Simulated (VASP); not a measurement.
# Pd (Fm-3m) in VASP: a series of runs

Runs on Pd. Level: BLYP. Tasks: single point.

All numbers are computed with VASP 6.6.1; they aren't measurements. Logs are shortened: lines on timing, memory, paths and dates and some standing lists are left out, and cuts for length are marked.

### Step 1. The cell of the first run

It takes space group Fm-3m (No. 225, cubic). The conventional cell has a = 3.977 Å, b = 3.977 Å, c = 3.977 Å, α = 90.00°, β = 90.00°, γ = 90.00°. Pd (site symmetry m-3m) has 12 Pd at 2.81 Å within 3.7 Å.

### Step 2. Single point, BLYP (volume scaled by 0.96)

Input file INCAR:

```
PREC = Accurate ; ENCUT = 520
EDIFF = 1E-6 ; ISMEAR = -1
SIGMA = 0.1 ; LREAL = False
LASPH = True ; NELM = 80
ALGO = Normal ; ISIF = 2
LWAVE = False ; LCHARG = True
GGA = B5 ; ALDAX = 1.0
AGGAX = 1.0 ; AGGAC = 1.0
ALDAC = 0.0 ; LELF = True
LVHAR = True ; NBANDS = 11
```

Input file KPOINTS:

```
Automatic mesh
0
Gamma
  22 22 22
```

Input file POSCAR:

```
Pd
1.0
    0.0000000000      1.9885978754      1.9885978754
    1.9885978754      0.0000000000      1.9885978754
    1.9885978754      1.9885978754      0.0000000000
Pd
1
Direct
    0.0000000000      0.0000000000      0.0000000000
```

Potentials or basis: VASP PAW PBE potentials, release 64 (Pd).

The run is started by

```bash
> cat potpaw_PBE.64/Pd/POTCAR > POTCAR
> mpirun -np 1 vasp_std > vasp.out
```

OUTCAR:

```text
PREC = Accurate
   ENCUT = 520
   EDIFF = 1E-6
   ISMEAR = -1
   LREAL = False
   LASPH = True
   NELM = 80
   ISIF = 2
   GGA = B5

 ion  position               nearest neighbor table
   1  0.000  0.000  0.000-

  LATTYP: Found a face centered cubic cell.
 ALAT       =     3.9771957508

  Lattice vectors:

 A1 = (   0.0000000000,   1.9885978754,   1.9885978754)
 A2 = (   1.9885978754,   0.0000000000,   1.9885978754)
 A3 = (   1.9885978754,   1.9885978754,   0.0000000000)

Analysis of symmetry for initial positions (statically):
=====================================================================
 Subroutine PRICEL returns:
 Original cell was already a primitive cell.

 Routine SETGRP: Setting up the symmetry group for a
 face centered cubic supercell.

 Subroutine GETGRP returns: Found 48 space group operations
 (whereof 48 operations were pure point group operations)
 out of a pool of 48 trial point group operations.

The static configuration has the point symmetry O_h .

Analysis of symmetry for dynamics (positions and initial velocities):
=====================================================================
 Subroutine PRICEL returns:
 Original cell was already a primitive cell.

 Routine SETGRP: Setting up the symmetry group for a
 face centered cubic supercell.

 Subroutine GETGRP returns: Found 48 space group operations
 (whereof 48 operations were pure point group operations)
 out of a pool of 48 trial point group operations.

The dynamic configuration has the point symmetry O_h .

 Subroutine INISYM returns: Found 48 space group operations
 (whereof 48 operations are pure point group operations),
 and found     1 'primitive' translations

----------------------------------------------------------------------------------------

                                     Primitive cell

  volume of cell :      15.7279

  direct lattice vectors                    reciprocal lattice vectors
     0.000000000  1.988597875  1.988597875    -0.251433438  0.251433438  0.251433438
     1.988597875  0.000000000  1.988597875     0.251433438 -0.251433438  0.251433438
     1.988597875  1.988597875  0.000000000     0.251433438  0.251433438 -0.251433438

  length of vectors
     2.812302085  2.812302085  2.812302085     0.435495489  0.435495489  0.435495489

  position of ions in fractional coordinates (direct lattice)
     0.000000000  0.000000000  0.000000000

[... 74 lines left out ...]
   NELM   =     80;   NELMIN=  2; NELMDL= -5     # of ELM steps
   EDIFF  = 0.1E-05   stopping-criterion for ELM
   LREAL  =      F    real-space projection
   EDIFFG = 0.1E-04   stopping-criterion for IOM
   NSW    =      0    number of steps for IOM
   IBRION =     -1    ionic relax: 0-MD 1-quasi-New 2-CG
   NFREE  =      0    steps in history (QN), initial steepest desc. (CG)
   ISIF   =      2    stress and relaxation
   ISYM   =      2    0-nonsym 1-usesym 2-fastsym
   POTIM  = 0.5000    time-step for ionic-motion
   TEBEG  =    0.0;   TEEND  =   0.0 temperature during run
   PSTRESS=    0.0 pullay stress
   NELECT =      10.0000    total number of electrons
   NUPDOWN=      -1.0000    fix difference up-down
   EMIN   =  10.00;   EMAX   =-10.00  energy-range for DOS
   EFERMI =   0.00;   METHOD = LEGACY
   ISMEAR =    -1;   SIGMA  =   0.10  broadening in eV -4-tet -1-fermi 0-gaus
   EFERMI_NEDOS =   21; number of points for ismear=-14 and -15
   IALGO  =     38    algorithm
   IMIX   =      4    mixing-type and parameters
     AMIX     =   0.40;   BMIX     =  1.00
     AMIX_MAG =   1.60;   BMIX_MAG =  1.00
  volume/ion in A,a.u.               =      15.73       106.14
  Fermi-wavevector in a.u.,A,eV,Ry     =   1.407725  2.660215 26.962530  1.981690
  Thomas-Fermi vector in A             =   2.529955
   LORBIT       =      0    0 simple, 1 ext, 2 COOP (PROOUT), +10 PAW based schemes
   GGA     = B5    functional components
   LHFCALC =     F    Hartree Fock is set to
   AEXX    =    0.0000 exact exchange contribution
   IVDW    =     0    specifies the selected vdW correction
   LEPSILON=     F    determine dielectric tensor
   LRPA    =     F    only Hartree local field effects (RPA)
 non-spin polarized calculation
  energy-cutoff  :      520.00
  volume of cell :       15.73
 maximum number of plane-waves:       444
 NGX is ok and might be reduce to    24
   NGX = 11   NGY = 11   NGZ = 11

 number of electron      10.0000001 magnetization

 Free energy of the ion-electron system (eV)
  ---------------------------------------------------
  ext. energy  EPLUGINS =         0.00000000
  ---------------------------------------------------
  free energy    TOTEN  =        -4.40467683 eV

  energy without entropy =       -4.33779135  energy(sigma->0) =       -4.37123409

 E-fermi :   9.2784     XC(G=0): -12.1612

 val. band max:        9.2757080965   @ k =   0.4545   0.2273   0.0000
 cond. band min:       9.2812126226   @ k =   0.5000   0.2273   0.0000
 fundamental gap:      0.0055045261
 Fermi energy:         9.2784149343

 k-point     1 :       0.0000    0.0000    0.0000
  band No.  band energies     occupation
      1       2.7393      2.00000
      2       6.6755      2.00000
      3       6.6755      2.00000
      4       6.6755      2.00000
      5       8.1138      1.99998
      6       8.1138      1.99998
      7      26.7030      0.00000
      8      30.9264      0.00000
      9      30.9264      0.00000
     10      30.9264      0.00000
     11      35.3604      0.00000
[... 309 lines left out ...]
 k-point    24 :      -0.4545    0.0455    0.0000
  band No.  band energies     occupation
      1       4.5228      2.00000
      2       6.6112      2.00000
      3       6.6771      2.00000
      4       8.9181      1.94696
      5       9.1534      1.55482
      6      10.8290      0.00000
      7      16.3200      0.00000
      8      26.1417      0.00000
      9      29.2685      0.00000
     10      29.7555      0.00000
     11      35.4143      0.00000

 [... further k-points ...]
[... 5 lines left out ...]
  --------------------------------------------------------------------------------------
  -------------------------------------------------------------------------------------
  Total        0.6216034      0.6216034      0.6216034      0.0000000      0.0000000      0.0000000
  in kB       63.3217683     63.3217683     63.3217683      0.0000000      0.0000000      0.0000000
  external PRESSURE =      63.3217683 kB  Pullay stress =       0.0000000 kB

 VOLUME and BASIS-vectors are now :
 -----------------------------------------------------------------------------
  energy-cutoff  :      520.00
  volume of cell :       15.73
      direct lattice vectors                 reciprocal lattice vectors
     0.000000000  1.988597875  1.988597875    -0.251433438  0.251433438  0.251433438
     1.988597875  0.000000000  1.988597875     0.251433438 -0.251433438  0.251433438
     1.988597875  1.988597875  0.000000000     0.251433438  0.251433438 -0.251433438

 POSITION                                       TOTAL-FORCE (eV/Angst)
 -----------------------------------------------------------------------------------
      0.00000      0.00000      0.00000         0.000000      0.000000      0.000000
 -----------------------------------------------------------------------------------
    total drift:                               -0.000000      0.000000      0.000000

  FREE ENERGIE OF THE ION-ELECTRON SYSTEM (eV)
  ---------------------------------------------------
  free  energy   TOTEN  =        -4.4046768305 eV

  energy  without entropy=       -4.3377913524  energy(sigma->0) =       -4.37123409
```

Wall time 32 s (1 thread of Intel Xeon Platinum 8559C (Emerald Rapids), shared host); peak memory 0.18 GiB.

Results:

- Free energy: -4.4047 eV
- Pressure: 6.3 GPa
- Band gap on the k mesh: zero (band 5 reaches 9.50 eV, above the bottom of band 6 at 8.06 eV)

Caveat: the cell differs from its parent crystal (volume scaled by 0.96); the PAW data sets were made with another functional, which shifts forces and pressure a little.

### Step 3. Single point, BLYP

This run uses another cell than the first one, of 16.38 Å³/atom, 1.042 times its volume.

Input file INCAR:

```
AGGAC = 1.0
AGGAX = 1.0
ALDAC = 0.0
ALDAX = 1.0
ALGO = Normal
EDIFF = 1E-7
ENCUT = 520
GGA = B5
ISIF = 2
ISMEAR = -1
LASPH = T
LCHARG = T
LELF = T
LREAL = F
LVHAR = T
LWAVE = F
NBANDS = 11
NELM = 80
PREC = Accurate
SIGMA = 0.1
```

Input file KPOINTS:

```
k-points
0
Gamma
  22 22 22
```

Input file POSCAR:

```
Pd
1.0
    0.0000000000      2.0158423276      2.0158423276
    2.0158423276      0.0000000000      2.0158423276
    2.0158423276      2.0158423276      0.0000000000
Pd
1
Direct
    0.0000000000      0.0000000000      0.0000000000
```

Potentials or basis: VASP PAW PBE potentials, release 64 (Pd).

The run is started by

```bash
> cat potpaw_PBE.64/Pd/POTCAR > POTCAR
> mpirun -np 1 vasp_std > vasp.out
```

Wall time 36 s (1 thread of Intel Xeon Platinum 8559C (Emerald Rapids), shared host); peak memory 0.18 GiB.

The run converged. Its results:

```
Free energy            : -4.4178 eV
Pressure               : 0.2 GPa
Band gap on the k mesh : zero (band 5 reaches 8.85 eV, above the bottom of band 6 at 7.50 eV)
```

Levels at points of the mesh, in eV from the Fermi level:
```tsv
k point	band 3	band 4	band 5	band 6	band 7	band 8
(0.00, 0.00, 0.00)	-2.44	-2.44	-1.10	-1.10	17.37	21.36
(0.50, 0.00, 0.00)	-2.48	-0.07	-0.07	1.45	6.52	16.74
(0.50, 0.50, 0.00)	-0.10	0.20	0.20	3.50	9.75	12.67
```

Caveat: the PAW data sets were made with another functional, which shifts forces and pressure a little.
